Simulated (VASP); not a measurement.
# WC (P1) in VASP: further runs, part 2 of 2

VASP 6.6.1. The steps go on from the part before.

### 3 Single point, PBE+D3(BJ)

Contents of INCAR:

```
PREC     = Accurate       # precision mode
ENCUT    = 520            # plane-wave cutoff, eV
EDIFF    = 1E-6           # SCF threshold, eV
ISMEAR   = -1             # smearing method
SIGMA    = 0.36           # smearing width, eV
LREAL    = Auto         
LASPH    = T              # aspherical terms in the spheres
NELM     = 80             # most SCF steps
ALGO     = Normal         # electronic algorithm
ISIF     = 2              # what is computed and relaxed
LWAVE    = F              # write WAVECAR
LCHARG   = F              # write CHGCAR
GGA      = PE             # functional
IVDW     = 12             # dispersion correction
NBANDS   = 86             # bands
```

Contents of KPOINTS:

```
regular mesh
0
Gamma
  3 3 3
```

Contents of POSCAR:

```
WC
1.0
   -2.9383650000     -5.0893970000      0.0000000000
    4.4075470000     -2.5446980000      0.0000000000
    0.0000000000      0.0000000000      5.7713130000
W C
8 8
Direct
    0.7581048343      0.5181768252      0.0010396248
    0.7747118681      0.5043363663      0.4959356736
    0.5182104527      0.0261804257      0.0108120977
    0.5335411030      0.0154821952      0.4925568930
    0.2725807354      0.5294649592     -0.0175869858
    0.2661496477      0.4812982844      0.4919850994
    0.0218705012      0.0152836749      0.0038119575
    0.0528041383     -0.0028456119      0.5350255652
    0.4991455928      0.6664641216      0.2548293603
    0.5632842951      0.7143962067      0.7374058555
    0.2530737086      0.1481147967      0.2585373554
    0.2737091452      0.1667724411      0.7503838381
    0.0441860299      0.6863760463      0.2815130630
    0.0427499241      0.6460997196      0.7473689263
    0.7650560570      0.1484757714      0.2508961132
    0.7799057675      0.1732818301      0.7606761234
```

Potentials or basis: VASP PAW PBE potentials, release 64 (W_sv, C).

Run with:

```
$ cat potpaw_PBE.64/W_sv/POTCAR potpaw_PBE.64/C/POTCAR > POTCAR
$ mpirun -np 1 vasp_std > vasp.out
```

OUTCAR:

```text
PREC = Accurate
   ENCUT = 520
   EDIFF = 1E-6
   ISMEAR = -1
   LREAL = Auto
   LASPH = T
   NELM = 80
   ISIF = 2
   GGA = PE
   IVDW = 12
 IVDW          = 12

 ion  position               nearest neighbor table
   1  0.758  0.518  0.001-  10 2.15  16 2.24   9 2.24  14 2.32  15 2.37  13 2.49   5 2.86   2 2.86
                             3 2.87   2 2.92   3 2.95   7 2.97   7 2.99   5 3.03
   2  0.775  0.504  0.496-  10 2.15  13 2.21  14 2.26  16 2.27   9 2.29  15 2.30   1 2.86   4 2.86
                             6 2.89   1 2.92   4 2.96   6 2.99   8 3.00   8 3.06
   3  0.518  0.026  0.011-  15 2.10  12 2.20  11 2.20  16 2.24  10 2.25   9 2.31   4 2.78   1 2.87
                             5 2.92   7 2.92   5 2.94   1 2.95   7 2.96   4 2.99
   4  0.534  0.015  0.493-  15 2.06  10 2.09  11 2.24   9 2.25  16 2.27  12 2.27   3 2.78   8 2.84
                             6 2.84   2 2.86   2 2.96   3 2.99   8 3.06   6 3.14
   5  0.273  0.529  0.982-  14 2.00   9 2.18  12 2.28  13 2.33  10 2.41  11 2.51   6 2.84   1 2.86
                             7 2.88   3 2.92   3 2.94   6 2.95   7 3.01   1 3.03
   6  0.266  0.481  0.492-  13 2.07  14 2.14   9 2.15  11 2.17  12 2.19  10 2.54   8 2.78   5 2.84
                             4 2.84   2 2.89   8 2.92   5 2.95   2 2.99   4 3.14
   7  0.022  0.015  0.004-  11 2.11  16 2.15  15 2.18  12 2.22  13 2.32  14 2.39   8 2.71   5 2.88
[... 1437 lines left out ...]
     84      14.5098      0.00008
 [bands above 84 left out]

------------------------ aborting loop because EDIFF is reached ----------------------------------------

 Edisp (eV)   -7.10017

 E8    (eV) :    -3.2547

  FORCE on cell =-STRESS in cart. coord.  units (eV):
  Direction    XX          YY          ZZ          XY          YZ          ZX
  --------------------------------------------------------------------------------------
  -------------------------------------------------------------------------------------
  Total      -5.83022    -3.17815    -9.70207     1.26570    -2.79719    -3.17608
  in kB     -54.11512   -29.49910   -90.05299    11.74803   -25.96304   -29.47988
  external pressure =      -57.89 kB  Pullay stress =        0.00 kB

 VOLUME and BASIS-vectors are now :
 -----------------------------------------------------------------------------
  energy-cutoff  :      520.00
  volume of cell :      172.61
      direct lattice vectors                 reciprocal lattice vectors
    -2.938365000 -5.089397000  0.000000000    -0.085081324 -0.147365202  0.000000000
     4.407547000 -2.544698000  0.000000000     0.170162681 -0.098243479  0.000000000
     0.000000000  0.000000000  5.771313000     0.000000000  0.000000000  0.173270796

 POSITION                                       TOTAL-FORCE (eV/Angst)
 -----------------------------------------------------------------------------------
      0.05630     -5.17690      0.00600        -1.569388     -1.460574      0.098176
     -0.05350     -5.22620      2.86220        -0.156377     -0.387595      0.674913
     -1.40730     -2.70400      0.06240        -1.867742      0.657454     -1.849929
     -1.49950     -2.75480      2.84270        -0.744610      1.129358      1.578695
      1.53270     -2.73460      5.66981        -2.358752      0.609080      3.041115
      1.33930     -2.57930      2.83940         1.045294     -2.797699      0.697426
[... 8 lines left out ...]
     -1.59360     -4.27150      1.44800         1.306983     -2.288630     -0.032731
     -1.52790     -4.41020      4.39010         0.982819     -0.234365     -0.458154
 -----------------------------------------------------------------------------------
    total drift:                                0.001495      0.003798      0.008008

  FREE ENERGIE OF THE ION-ELECTRON SYSTEM (eV)
  ---------------------------------------------------
  free  energy   TOTEN  =      -183.6227279802 eV

  energy  without entropy=     -181.7924696892  energy(sigma->0) =     -182.70759883
```

OSZICAR:

```text
N       E                     dE             d eps       ncg     rms          rms(c)
DAV:   1     0.192019475055E+04    0.19202E+04   -0.78324E+04  2408   0.192E+03
DAV:   2    -0.361162157627E+01   -0.19238E+04   -0.18642E+04  2408   0.613E+02
DAV:   3    -0.191697247207E+03   -0.18809E+03   -0.17838E+03  2860   0.167E+02
DAV:   4    -0.200826399951E+03   -0.91292E+01   -0.89237E+01  2880   0.325E+01
DAV:   5    -0.201084909719E+03   -0.25851E+00   -0.25696E+00  2936   0.534E+00    0.870E+01
DAV:   6    -0.177492692038E+03    0.23592E+02   -0.15753E+02  3032   0.397E+01    0.261E+01
DAV:   7    -0.176855824668E+03    0.63687E+00   -0.11444E+01  2936   0.138E+01    0.144E+01
DAV:   8    -0.176711938773E+03    0.14389E+00   -0.31450E+00  3040   0.992E+00    0.510E+00
DAV:   9    -0.176522955505E+03    0.18898E+00   -0.76034E-01  2984   0.454E+00    0.954E-01
DAV:  10    -0.176522853545E+03    0.10196E-03   -0.88376E-02  2936   0.138E+00    0.460E-01
DAV:  11    -0.176522612520E+03    0.24103E-03   -0.86142E-03  3080   0.495E-01    0.242E-01
DAV:  12    -0.176522566925E+03    0.45594E-04   -0.19195E-03  3048   0.300E-01    0.860E-02
DAV:  13    -0.176522564268E+03    0.26572E-05   -0.38848E-04  3056   0.141E-01    0.288E-02
DAV:  14    -0.176522562281E+03    0.19866E-05   -0.66658E-05  3168   0.523E-02    0.200E-02
DAV:  15    -0.176522560121E+03    0.21608E-05   -0.14586E-05  2920   0.262E-02    0.860E-03
DAV:  16    -0.176522558712E+03    0.14083E-05   -0.45552E-06  1960   0.101E-02    0.298E-03
DAV:  17    -0.176522558700E+03    0.12315E-07   -0.13586E-06  1464   0.484E-03
   1 F= -.18362273E+03 E0= -.18270760E+03  d E =-.183026E+01
```

Wall time 13 min (1 thread of Intel Xeon 8259CL, shared host); peak memory 0.37 GiB.

What came out:

| Item | Value |
| --- | --- |
| Free energy | -183.6227 eV |
| Pressure | -5.8 GPa |
| Largest force | 6.561 eV/Å |
| Band gap on the k mesh | zero (bands 72 and 73 overlap by 0.02 eV) |
| Dispersion energy per atom | -0.444 eV |

Forces in eV/Å, atoms in the order of the input:
```
W   -1.569 -1.461  0.098
W   -0.156 -0.388  0.675
W   -1.868  0.657 -1.850
W   -0.745  1.129  1.579
W   -2.359  0.609  3.041
W    1.045 -2.798  0.697
W   -0.997  0.735  1.439
W    1.765  4.369 -4.565
C   -0.409 -1.979 -0.577
C   -0.734  2.869  1.304
C    0.580 -2.350 -0.284
C    0.322 -2.023  1.608
C    0.161  2.240 -2.662
C    2.675  0.912 -0.012
C    1.307 -2.289 -0.033
C    0.983 -0.234 -0.458
```

Stress tensor (GPa, compression positive):
```
-5.41  1.17 -2.95
 1.17 -2.95 -2.60
-2.95 -2.60 -9.01
```

Caveat: the k points lie up to 0.41 Å⁻¹ apart; the atoms stand as in a frame of molecular dynamics; so wide a smearing shifts energies and pressures; spin-orbit coupling is left out, which moves the levels of the heavy elements; forces of over 1 eV/Å act on the atoms, so gaps and moduli don't describe the material at rest.

### 4 Single point, PBE+D3(BJ)

Contents of INCAR:

```
SYSTEM = WC
ALGO = Normal ; EDIFF = 1E-6
ENCUT = 520 ; GGA = PE
ISIF = 2 ; ISMEAR = -1
IVDW = 12 ; LASPH = .True.
LCHARG = .False. ; LREAL = Auto
LWAVE = .False. ; NBANDS = 86
NELM = 100 ; PREC = Accurate
SIGMA = 0.36
```

Contents of KPOINTS:

```
k-points
0
Gamma
  3 3 3
  0 0 0
```

Contents of POSCAR:

```
WC
1.0
   -2.9383650000     -5.0893970000      0.0000000000
    4.4075470000     -2.5446980000      0.0000000000
    0.0000000000      0.0000000000      5.7713130000
W C
8 8
Direct
    0.7673631114      0.4965557733      0.0036213596
    0.7939017405      0.5229378354      0.5140424718
    0.5237625005     -0.0020180386     -0.0033441264
    0.5254049511      0.0137562956      0.5246639716
    0.2568869859      0.4942040841      0.0067402340
    0.2968095058      0.5325262926      0.4949826842
    0.0207850603      0.0044864170      0.0015594372
    0.0059185611      0.0218014448      0.4734451242
    0.5606335663      0.6732874429      0.2538763709
    0.5717857418      0.6744829292      0.7834612332
    0.2691351291      0.1903819162      0.2406038279
    0.2861208617      0.1867087352      0.7815899086
    0.0359204796      0.6443147356      0.2369997954
    0.0613672421      0.6851020208      0.7225392211
    0.7683321789      0.1401551436      0.2323734651
    0.7774938201      0.2032560580      0.7576785387
```

Run with:

```
$ cat potpaw_PBE.64/W_sv/POTCAR potpaw_PBE.64/C/POTCAR > POTCAR
$ mpirun -np 1 vasp_std > vasp.out
```

Wall time 13 min (1 thread of Intel Xeon 8259CL, shared host); peak memory 0.37 GiB.

The run converged. Its results:

| Property | Result |
| --- | --- |
| Free energy | -182.9332 eV |
| Pressure | -3.1 GPa |
| Largest force | 5.625 eV/Å |
| Band gap on the k mesh | zero (bands 72 and 73 overlap by 0.21 eV) |
| Dispersion energy per atom | -0.444 eV |

Forces in eV/Å, atoms in the order of the input:
```
W   -1.743 -2.816  2.400
W   -0.602  0.957 -1.862
W    0.842 -0.893  2.535
W    0.143 -0.256 -2.899
W   -0.074 -4.768 -1.809
W   -1.993  1.759  0.686
W   -0.922 -0.880 -1.800
W   -2.258 -2.215  3.728
C    1.647  2.226  0.927
C    3.058  2.656 -3.902
C   -1.740  0.766  1.702
C   -0.239  1.060 -3.112
C    2.807  0.294  1.828
C    1.708  1.269  1.452
C    1.798 -0.349  1.294
C   -2.433  1.188 -1.169
```

Stress tensor (GPa, compression positive):
```
-0.15  0.83  1.39
 0.83 -4.66 -1.64
 1.39 -1.64 -4.40
```

Levels at points of the mesh, in eV from the Fermi level:
```csv
k point,band 68,band 69,band 70,band 71,band 72,band 73,band 74,band 75,band 76,band 77
"(0.00, 0.00, 0.00)",-1.01,-0.55,-0.47,-0.41,-0.16,0.13,0.64,1.00,1.36,1.80
```

Caveat: the k points lie up to 0.41 Å⁻¹ apart; the atoms stand as in a frame of molecular dynamics; so wide a smearing shifts energies and pressures; spin-orbit coupling is left out, which moves the levels of the heavy elements; forces of over 1 eV/Å act on the atoms, so gaps and moduli don't describe the material at rest.

### 5 The runs side by side

| cell | gap on the mesh (eV) | pressure (GPa) | largest force (eV/Å) |
| --- | --- | --- | --- |
| as given, atomic positions A | none | -3.1 | 6.99 |
| as given, atomic positions B | none | -5.8 | 6.56 |
| as given, atomic positions C | none | -3.1 | 5.62 |

Alike in all rows: task single point; level PBE+D3(BJ); potentials or basis VASP PAW PBE potentials, release 64 (W_sv, C); no spin polarisation; k mesh 3 × 3 × 3; cutoff (eV) 520; smearing fermi-dirac 0.36 eV.

Caveats: all runs use coarse meshes; the atoms stand as in a frame of molecular dynamics; so wide a smearing shifts energies and pressures; spin-orbit coupling is left out, which moves the levels of the heavy elements; forces of over 1 eV/Å act on the atoms, so gaps and moduli don't describe the material at rest.

Absolute energies hang on the potentials; compare differences alone.
